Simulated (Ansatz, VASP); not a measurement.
**Two plane-wave programs on TaPb**

```
Ta Pb
1.0
     2.46311    1.42208    2.01280
    -2.46311    1.42208    2.01280
     0.00000   -2.84416    2.01280
Ta Pb
1 1
Direct
  0.00000 0.00000 0.00000
  0.50000 0.50000 0.50000
```

Alike in both runs: functional PBE; k mesh 6 × 6 × 6; occupations gaussian, width 0.1 eV; no spin polarisation.

Ansatz relaxed the structure, and its values are those at the end. VASP's run is a single point on that final structure, the one shown.

```csv
,VASP,Ansatz
version,VASP 6.6.1,Ansatz 0.2.0
potentials or method,"VASP PAW PBE potentials, release 64 (Ta_pv, Pb_d), cutoff 520 eV","scalar-relativistic, plane waves, PAW"
valence electrons in the cell,25,27
```

```csv
,VASP,Ansatz,Ansatz less VASP
gap on the k mesh at the Fermi level (eV),none,none,-
pressure (GPa),0.0,0.0,+0.01
```

A gap of «none» marks a metal or a gap that the smearing closes. VASP's potentials hold 25 valence electrons a cell and Ansatz's 27, so a difference there can come from the potentials and not from the codes.

Spin-orbit coupling is off throughout.
